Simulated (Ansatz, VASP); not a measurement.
# Ta in VASP and in Ansatz

The input POSCAR:

```
Ta
1.0
    2.9003720726      0.0000000000      0.0000000000
   -1.4501860363      2.5117958953      0.0000000000
    0.0000000000      0.0000000000      5.3729249600
Ta
2
Direct
    0.6666666667      0.3333333333      0.7500000000
    0.3333333333      0.6666666667      0.2500000000
```

INCAR.step1

```
PREC = Accurate ; ENCUT = 520
ISMEAR = 0 ; SIGMA = 0.15
LREAL = F ; LASPH = T
NELM = 80 ; NBANDS = 18
GGA = PE ; ALGO = Normal
EDIFF = 1E-4 ; LWAVE = T
LCHARG = F
```

INCAR.step2

```
PREC = Accurate ; ENCUT = 520
EDIFF = 1E-6 ; ISMEAR = 0
SIGMA = 0.15 ; LREAL = F
LASPH = T ; NELM = 80
ALGO = Normal ; ISIF = 2
LWAVE = F ; LCHARG = T
METAGGA = R2SCAN ; LMIXTAU = T
LELF = T ; LVHAR = T
NBANDS = 18 ; ISTART = 1
```

KPOINTS

```
Automatic mesh
0
Gamma
  18 18 10
```

Input for Ansatz:

```yaml
crystal:
  lattice:
    - [2.9003720726, 0.0, 0.0]
    - [-1.4501860363, 2.5117958953, 0.0]
    - [0.0, 0.0, 5.37292496]
  atoms:
    - { symbol: Ta, position: [0.6666666667, 0.3333333333, 0.75] }
    - { symbol: Ta, position: [0.3333333333, 0.6666666667, 0.25] }
basis:
  ecutwfc: 500
kpoints:
  mp_grid: { grid: [18, 18, 10] }
hamiltonian:
  xc: r2scan
scf:
  occupations: { method: gaussian, width: 0.15 }
output:
  forces: true
  stress: true
  eigenvalues: true
  write_density: true
  write_potential: true
  elf: true
  volumetric_format: npy
```

Change from the starting cell: strain +0.0400 x Voigt [0, 0, 1, 0, 0, 0], atoms carried along.

Alike in both runs: task single point; functional r2SCAN; k mesh 18 × 18 × 10; occupations gaussian, width 0.15 eV; no spin polarisation.

|  | VASP | Ansatz |
| --- | --- | --- |
| version | VASP 6.6.1 | Ansatz 0.2.0 |
| potentials or method | VASP PAW PBE potentials, release 64 (Ta_pv), cutoff 520 eV | scalar-relativistic, plane waves, PAW |
| valence electrons in the cell | 22 | 26 |

```csv
,VASP,Ansatz,Ansatz less VASP
gap on the k mesh at the Fermi level (eV),none,none,-
pressure (GPa),-9.0,-9.4,-0.44
"traceless stress, the component that is largest in VASP (GPa)",-5.02,-5.07,-0.048
```

VASP's potentials were made for PBE, not for r2SCAN. A gap of «none» marks a metal or a gap that the smearing closes. VASP's potentials hold 22 valence electrons a cell and Ansatz's 26, so a difference there can come from the potentials and not from the codes.

Spin-orbit coupling is off throughout.
